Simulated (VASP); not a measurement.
# AgCl (Cmcm) in VASP: further runs, part 2 of 2

VASP 6.6.1. The steps go on from the part before.

## Step 4: Electric field gradients, PBEsol (19.99 Å³/atom)

This run uses another cell than the first one, of 19.99 Å³/atom.

INCAR

```
PREC     = Accurate       # precision mode
ENCUT    = 520            # plane-wave cutoff, eV
EDIFF    = 1E-8           # SCF threshold, eV
ISMEAR   = -1             # smearing method
SIGMA    = 0.03           # smearing width, eV
LREAL    = F              # projectors in reciprocal space
LASPH    = T              # aspherical terms in the spheres
NELM     = 100            # most SCF steps
ALGO     = Normal         # electronic algorithm
ISIF     = 2              # what is computed and relaxed
LWAVE    = F              # write WAVECAR
LCHARG   = F              # write CHGCAR
GGA      = PS             # functional
LEFG     = T            
NBANDS   = 26             # bands
```

KPOINTS

```
Automatic mesh
0
Gamma
  9 9 8
```

POSCAR

```
AgCl
1.0
    1.8583528837     -5.5193015266      0.0000000000
    1.8583528837      5.5193015266      0.0000000000
    0.0000000000      0.0000000000      3.8977007353
Ag Cl
2 2
Direct
    0.3965554000      0.6034446000      0.7500000000
    0.6034446000      0.3965554000      0.2500000000
    0.8654487300      0.1345512700      0.2500000000
    0.1345512700      0.8654487300      0.7500000000
```

Potentials or basis: VASP PAW PBE potentials, release 64 (Ag, Cl).

Run with:

```console
> cat potpaw_PBE.64/Ag/POTCAR potpaw_PBE.64/Cl/POTCAR > POTCAR
> mpirun -np 1 vasp_std > vasp.out
```

OUTCAR:

```text
PREC = Accurate
   ENCUT = 520
   EDIFF = 1E-8
   ISMEAR = -1
   LREAL = F
   LASPH = T
   NELM = 100
   ISIF = 2
   GGA = PS

 ion  position               nearest neighbor table
   1  0.397  0.603  0.750-   3 2.71   3 2.71   3 2.71   3 2.71   4 2.89   2 3.00   2 3.00
   2  0.603  0.397  0.250-   4 2.71   4 2.71   4 2.71   4 2.71   3 2.89   1 3.00   1 3.00
   3  0.865  0.135  0.250-   1 2.71   1 2.71   1 2.71   1 2.71   2 2.89
   4  0.135  0.865  0.750-   2 2.71   2 2.71   2 2.71   2 2.71   1 2.89

  LATTYP: Found a base centered orthorhombic cell.
 ALAT       =     3.7167057674
 B/A-ratio  =     2.9699964818
 C/A-ratio  =     1.0486976853

  Lattice vectors:

 A1 = (   1.8583528837,  -5.5193015266,   0.0000000000)
 A2 = (   1.8583528837,   5.5193015266,   0.0000000000)
 A3 = (   0.0000000000,   0.0000000000,   3.8977007353)

Analysis of symmetry for initial positions (statically):
=====================================================================
 Subroutine PRICEL returns:
 Original cell was already a primitive cell.

 Routine SETGRP: Setting up the symmetry group for a
 base centered orthorhombic supercell.

 Subroutine GETGRP returns: Found  8 space group operations
 (whereof  4 operations were pure point group operations)
 out of a pool of  8 trial point group operations.

The static configuration has the point symmetry C_2h.
 The point group associated with its full space group is D_2h.

Analysis of symmetry for dynamics (positions and initial velocities):
=====================================================================
 Subroutine PRICEL returns:
 Original cell was already a primitive cell.

 Routine SETGRP: Setting up the symmetry group for a
 base centered orthorhombic supercell.

 Subroutine GETGRP returns: Found  8 space group operations
 (whereof  4 operations were pure point group operations)
 out of a pool of  8 trial point group operations.

The dynamic configuration has the point symmetry C_2h.
 The point group associated with its full space group is D_2h.

 Subroutine INISYM returns: Found  8 space group operations
 (whereof  4 operations are pure point group operations),
 and found     1 'primitive' translations

----------------------------------------------------------------------------------------

                                     Primitive cell

  volume of cell :      79.9560

  direct lattice vectors                    reciprocal lattice vectors
     1.858352884 -5.519301527  0.000000000     0.269055465 -0.090591173  0.000000000
     1.858352884  5.519301527  0.000000000     0.269055465  0.090591173  0.000000000
     0.000000000  0.000000000  3.897700735     0.000000000  0.000000000  0.256561514

  length of vectors
     5.823758647  5.823758647  3.897700735     0.283897172  0.283897172  0.256561514

  position of ions in fractional coordinates (direct lattice)
     0.396555400  0.603444600  0.750000000
     0.603444600  0.396555400  0.250000000
     0.865448730  0.134551270  0.250000000
     0.134551270  0.865448730  0.750000000

  ion indices of the primitive-cell ions
   primitive index   ion index
                 1           1
                 2           2
[... 90 lines left out ...]
   EFERMI_NEDOS =   21; number of points for ismear=-14 and -15
   IALGO  =     38    algorithm
   IMIX   =      4    mixing-type and parameters
     AMIX     =   0.40;   BMIX     =  1.00
     AMIX_MAG =   1.60;   BMIX_MAG =  1.00
  volume/ion in A,a.u.               =      19.99       134.89
  Fermi-wavevector in a.u.,A,eV,Ry     =   1.254754  2.371142 21.421130  1.574409
  Thomas-Fermi vector in A             =   2.388544
   LORBIT       =      0    0 simple, 1 ext, 2 COOP (PROOUT), +10 PAW based schemes
   GGA     = PS    functional components
   LHFCALC =     F    Hartree Fock is set to
   AEXX    =    0.0000 exact exchange contribution
   IVDW    =     0    specifies the selected vdW correction
   LEPSILON=     F    determine dielectric tensor
   LRPA    =     F    only Hartree local field effects (RPA)
 non-spin polarized calculation
  energy-cutoff  :      520.00
  volume of cell :       79.96
 maximum number of plane-waves:      2181
 NGX is ok and might be reduce to    48
   NGX = 21   NGY = 21   NGZ = 15

 number of electron      36.0000005 magnetization

 Free energy of the ion-electron system (eV)
  ---------------------------------------------------
  ext. energy  EPLUGINS =         0.00000000
  ---------------------------------------------------
  free energy    TOTEN  =       -12.03968402 eV

  energy without entropy =      -12.03966737  energy(sigma->0) =      -12.03967569

 E-fermi :   4.6076     XC(G=0): -10.6021

 val. band max:        4.4045309519   @ k =   0.2222   0.2222   0.0000
 cond. band min:       4.7376608218   @ k =   0.0000   0.0000   0.0000
 fundamental gap:      0.3331298699
 Fermi energy:         4.6075646224

 k-point     1 :       0.0000    0.0000    0.0000
  band No.  band energies     occupation
      1     -10.8891      2.00000
      2     -10.2337      2.00000
      3      -0.3312      2.00000
      4       0.8174      2.00000
      5       1.0358      2.00000
      6       1.1513      2.00000
[... 685 lines left out ...]
     25      14.7385      0.00000
     26      15.7589      0.00000

 [... further k-points ...]

------------------------ aborting loop because EDIFF is reached ----------------------------------------

  FORCE on cell =-STRESS in cart. coord.  units (eV):
  Direction    XX          YY          ZZ          XY          YZ          ZX
  --------------------------------------------------------------------------------------
  -------------------------------------------------------------------------------------
  Total       -1.0107006     -0.8230694     -1.1543051      0.0000000     -0.0000000      0.0000000
  in kB      -20.2526712    -16.4928713    -23.1302540      0.0000000     -0.0000000      0.0000000
  external PRESSURE =     -19.9585988 kB  Pullay stress =       0.0000000 kB

 VOLUME and BASIS-vectors are now :
 -----------------------------------------------------------------------------
  energy-cutoff  :      520.00
  volume of cell :       79.96
      direct lattice vectors                 reciprocal lattice vectors
     1.858352884 -5.519301527  0.000000000     0.269055465 -0.090591173  0.000000000
     1.858352884  5.519301527  0.000000000     0.269055465  0.090591173  0.000000000
     0.000000000  0.000000000  3.897700735     0.000000000  0.000000000  0.256561514

 POSITION                                       TOTAL-FORCE (eV/Angst)
 -----------------------------------------------------------------------------------
      1.85835      1.14188      2.92328         0.000000     -0.032407      0.000000
      1.85835     -1.14188      0.97443         0.000000      0.032407     -0.000000
      1.85835     -4.03404      0.97443         0.000000     -0.012115      0.000000
      1.85835      4.03404      2.92328         0.000000      0.012115     -0.000000
 -----------------------------------------------------------------------------------
    total drift:                                0.000000     -0.000000      0.000000

  FREE ENERGIE OF THE ION-ELECTRON SYSTEM (eV)
  ---------------------------------------------------
  free  energy   TOTEN  =       -12.0396840205 eV

  energy  without entropy=      -12.0396673675  energy(sigma->0) =      -12.03967569

 Electric field gradients (V/A^2)
---------------------------------------------------------------------
 ion       V_xx      V_yy      V_zz      V_xy      V_xz      V_yz
---------------------------------------------------------------------
   1     -23.199    52.769   -29.570     0.000     0.000    -0.000
   2     -23.199    52.769   -29.570     0.000     0.000    -0.000
   3      34.925   -54.979    20.054     0.000    -0.000    -0.000
   4      34.925   -54.979    20.054     0.000     0.000    -0.000
---------------------------------------------------------------------

 Electric field gradients after diagonalization (V/A^2)
 (convention: |V_zz| > |V_xx| > |V_yy|)
----------------------------------------------------------------------
 ion       V_xx      V_yy      V_zz     asymmetry (V_yy - V_xx)/ V_zz
----------------------------------------------------------------------
   1     -29.570   -23.199    52.769       0.121
   2     -29.570   -23.199    52.769       0.121
   3      34.925    20.054   -54.979       0.270
   4      34.925    20.054   -54.979       0.270
----------------------------------------------------------------------

           NMR quadrupolar parameters

 Cq : quadrupolar parameter    Cq=e*Q*V_zz/h
 eta: asymmetry parameters     (V_yy - V_xx)/ V_zz
 Q  : nuclear electric quadrupole moment in mb (millibarn)
----------------------------------------------------------------------
 ion       Cq(MHz)       eta       Q (mb)
----------------------------------------------------------------------
   1       0.128       0.121       1.000
   2       0.128       0.121       1.000
   3      -0.133       0.270       1.000
   4      -0.133       0.270       1.000
----------------------------------------------------------------------
```

Run time: 10 min. Hardware: 1 thread of Intel Xeon 8259CL, shared host; peak memory 0.36 GiB.

Results:

```
Free energy                             : -12.0397 eV
Pressure                                : -2.0 GPa
Largest force                           : 0.032 eV/Å
Band gap on the k mesh                  : 0.33 eV (least direct gap 1.86 eV)
Largest electric field gradient by atom : Ag +52.8; Cl -55.0 V/Å²
```

Forces in eV/Å, atoms in the order of the input:
```
Ag   0.000 -0.032  0.000
Ag   0.000  0.032  0.000
Cl   0.000 -0.012  0.000
Cl   0.000  0.012  0.000
```

Stress tensor (GPa, compression positive):
```
-2.03  0.00  0.00
 0.00 -1.65  0.00
 0.00  0.00 -2.31
```

Levels at points of the mesh, in eV from the valence-band top:
```csv
k point,band 16,band 17,band 18,band 19,band 20,band 21
"(0.00, 0.00, 0.00)",-1.85,-1.70,-1.52,0.33,2.99,7.64
"(0.00, 0.00, 0.50)",-1.33,-0.09,-0.09,4.31,4.31,6.64
```

Electric field gradients, principal values (V/Å²):
```tsv
atom	least	middle	greatest (by size)
1 Ag	-23.199	-29.570	52.769
2 Ag	-23.199	-29.570	52.769
3 Cl	20.054	34.925	-54.979
4 Cl	20.054	34.925	-54.979
```

Caveat: semilocal functionals underestimate gaps, and a narrow one can read as zero; without QUAD_EFG the Cq values of the log hold for a quadrupole moment of 1 mb, not for the nuclei; the PAW data sets were made with another functional, which shifts forces and pressure a little. A k mesh can miss the band edges.

## Step 5: Electric field gradients, PBEsol (equal xx and yy strain of -3 %)

INCAR

```
PREC = Accurate
ENCUT = 520
EDIFF = 1E-8
ISMEAR = -1
SIGMA = 0.03
LREAL = F
LASPH = T
NELM = 80
ALGO = Normal
ISIF = 2
LWAVE = F
LCHARG = F
GGA = PS
LEFG = T
NBANDS = 26
```

KPOINTS is that of step 4.

POSCAR

```
AgCl
1.0
    1.8147824119     -5.3898973787      0.0000000000
    1.8147824119      5.3898973787      0.0000000000
    0.0000000000      0.0000000000      3.9240373500
Ag Cl
2 2
Direct
    0.3965554000      0.6034446000      0.7500000000
    0.6034446000      0.3965554000      0.2500000000
    0.8654487300      0.1345512700      0.2500000000
    0.1345512700      0.8654487300      0.7500000000
```

Potentials or basis: VASP PAW PBE potentials, release 64 (Ag, Cl).

Run with:

```console
> cat potpaw_PBE.64/Ag/POTCAR potpaw_PBE.64/Cl/POTCAR > POTCAR
> mpirun -np 1 vasp_std > vasp.out
```

OUTCAR:

```text
PREC = Accurate
   ENCUT = 520
   EDIFF = 1E-8
   ISMEAR = -1
   LREAL = F
   LASPH = T
   NELM = 80
   ISIF = 2
   GGA = PS

 ion  position               nearest neighbor table
   1  0.397  0.603  0.750-   3 2.69   3 2.69   3 2.69   3 2.69   4 2.82   2 2.97   2 2.97
   2  0.603  0.397  0.250-   4 2.69   4 2.69   4 2.69   4 2.69   3 2.82   1 2.97   1 2.97
   3  0.865  0.135  0.250-   1 2.69   1 2.69   1 2.69   1 2.69   2 2.82
   4  0.135  0.865  0.750-   2 2.69   2 2.69   2 2.69   2 2.69   1 2.82

  LATTYP: Found a base centered orthorhombic cell.
 ALAT       =     3.6295648238
 B/A-ratio  =     2.9699964819
 C/A-ratio  =     1.0811316344

  Lattice vectors:

 A1 = (   1.8147824119,  -5.3898973787,   0.0000000000)
 A2 = (   1.8147824119,   5.3898973787,   0.0000000000)
 A3 = (   0.0000000000,   0.0000000000,   3.9240373500)

Analysis of symmetry for initial positions (statically):
=====================================================================
 Subroutine PRICEL returns:
 Original cell was already a primitive cell.

[... 900 lines left out ...]
      1.81478      1.11511      2.94303         0.000000     -0.059125      0.000000
      1.81478     -1.11511      0.98101         0.000000      0.059125      0.000000
      1.81478     -3.93946      0.98101         0.000000      0.006505     -0.000000
      1.81478      3.93946      2.94303         0.000000     -0.006505     -0.000000
 -----------------------------------------------------------------------------------
    total drift:                                0.000000      0.000000      0.000000

  FREE ENERGIE OF THE ION-ELECTRON SYSTEM (eV)
  ---------------------------------------------------
  free  energy   TOTEN  =       -12.0528077479 eV

  energy  without entropy=      -12.0527947583  energy(sigma->0) =      -12.05280125

 Electric field gradients (V/A^2)
---------------------------------------------------------------------
 ion       V_xx      V_yy      V_zz      V_xy      V_xz      V_yz
---------------------------------------------------------------------
   1     -17.558    47.497   -29.939    -0.000     0.000    -0.000
   2     -17.558    47.497   -29.939    -0.000    -0.000    -0.000
   3      25.560   -48.614    23.054    -0.000     0.000    -0.000
   4      25.560   -48.614    23.054    -0.000     0.000    -0.000
---------------------------------------------------------------------

 Electric field gradients after diagonalization (V/A^2)
 (convention: |V_zz| > |V_xx| > |V_yy|)
----------------------------------------------------------------------
 ion       V_xx      V_yy      V_zz     asymmetry (V_yy - V_xx)/ V_zz
----------------------------------------------------------------------
   1     -29.939   -17.558    47.497       0.261
   2     -29.939   -17.558    47.497       0.261
   3      25.560    23.054   -48.614       0.052
   4      25.560    23.054   -48.614       0.052
----------------------------------------------------------------------

           NMR quadrupolar parameters

 Cq : quadrupolar parameter    Cq=e*Q*V_zz/h
 eta: asymmetry parameters     (V_yy - V_xx)/ V_zz
 Q  : nuclear electric quadrupole moment in mb (millibarn)
----------------------------------------------------------------------
 ion       Cq(MHz)       eta       Q (mb)
----------------------------------------------------------------------
   1       0.115       0.261       1.000
   2       0.115       0.261       1.000
   3      -0.118       0.052       1.000
   4      -0.118       0.052       1.000
----------------------------------------------------------------------
```

OSZICAR:

```text
N       E                     dE             d eps       ncg     rms          rms(c)
DAV:   1     0.237499982995E+03    0.23750E+03   -0.17864E+04  6500   0.130E+03
DAV:   2     0.174709471373E+00   -0.23733E+03   -0.22610E+03  7280   0.288E+02
DAV:   3    -0.123847295748E+02   -0.12559E+02   -0.12444E+02  7730   0.676E+01
DAV:   4    -0.125131347622E+02   -0.12841E+00   -0.12830E+00  7300   0.746E+00
DAV:   5    -0.125147851816E+02   -0.16504E-02   -0.16503E-02  7708   0.867E-01    0.108E+01
DAV:   6    -0.120579047474E+02    0.45688E+00   -0.10835E+00  7086   0.116E+01    0.736E+00
DAV:   7    -0.120590682348E+02   -0.11635E-02   -0.29587E-01  6824   0.301E+00    0.290E+00
DAV:   8    -0.120532183313E+02    0.58499E-02   -0.16390E-02  6984   0.126E+00    0.631E-01
DAV:   9    -0.120527599434E+02    0.45839E-03   -0.38986E-03  7326   0.624E-01    0.711E-02
DAV:  10    -0.120527888448E+02   -0.28901E-04   -0.18827E-04  7346   0.930E-02    0.428E-02
DAV:  11    -0.120528092957E+02   -0.20451E-04   -0.24741E-05  6734   0.498E-02    0.132E-02
DAV:  12    -0.120528077246E+02    0.15711E-05   -0.65401E-06  7256   0.339E-02    0.275E-03
DAV:  13    -0.120528077860E+02   -0.61398E-07   -0.83920E-07  6972   0.568E-03    0.274E-03
DAV:  14    -0.120528077714E+02    0.14534E-07   -0.11690E-07  7100   0.392E-03    0.659E-04
DAV:  15    -0.120528077522E+02    0.19203E-07   -0.25970E-08  5434   0.117E-03    0.238E-04
DAV:  16    -0.120528077479E+02    0.42905E-08   -0.24654E-09  3618   0.469E-04
   1 F= -.12052808E+02 E0= -.12052801E+02  d E =-.129896E-04
```

It took 7.6 min on 1 thread of Intel Xeon 8259CL, shared host; peak memory 0.36 GiB.

Results:

| Item | Value |
| --- | --- |
| Free energy | -12.0528 eV |
| Pressure | 0.1 GPa |
| Largest force | 0.059 eV/Å |
| Band gap on the k mesh | 0.35 eV (least direct gap 1.88 eV) |
| Largest electric field gradient by atom | Ag +47.5; Cl -48.6 V/Å² |

Forces on the atoms (eV/Å):
```
Ag   0.000 -0.059  0.000
Ag   0.000  0.059  0.000
Cl   0.000  0.007  0.000
Cl   0.000 -0.007  0.000
```

Electric field gradients, principal values (V/Å²):
```csv
atom,least,middle,greatest (by size)
1 Ag,-17.558,-29.939,47.497
2 Ag,-17.558,-29.939,47.497
3 Cl,23.054,25.560,-48.614
4 Cl,23.054,25.560,-48.614
```

Caveat: the cell differs from its parent crystal (equal xx and yy strain of -3 %); semilocal functionals underestimate gaps, and a narrow one can read as zero; without QUAD_EFG the Cq values of the log hold for a quadrupole moment of 1 mb, not for the nuclei; the PAW data sets were made with another functional, which shifts forces and pressure a little. A k mesh can miss the band edges.

## Step 6: Overview

```csv
cell,gap on the mesh (eV),pressure (GPa),largest force (eV/Å)
"a = 5.743, b = 5.743, c = 3.844 Å, angles 90.0, 90.0, 142.8°, 4 atoms",0.34,0.5,0.05
"a = 5.824, b = 5.824, c = 3.898 Å, angles 90.0, 90.0, 142.8°, 4 atoms",0.33,-2.0,0.03
"a = 5.687, b = 5.687, c = 3.924 Å, angles 90.0, 90.0, 142.8°, 4 atoms",0.35,0.1,0.06
```

Alike in all rows: task electric field gradients; level PBEsol; potentials or basis VASP PAW PBE potentials, release 64 (Ag, Cl); no spin polarisation; k mesh 9 × 9 × 8; cutoff (eV) 520; smearing fermi-dirac 0.03 eV.

Caveats: semilocal functionals underestimate gaps, and a narrow one can read as zero; the PAW data sets were made with another functional, which shifts forces and pressure a little.

Total energies depend on the potentials used, so only differences within one code and one set of settings carry meaning.
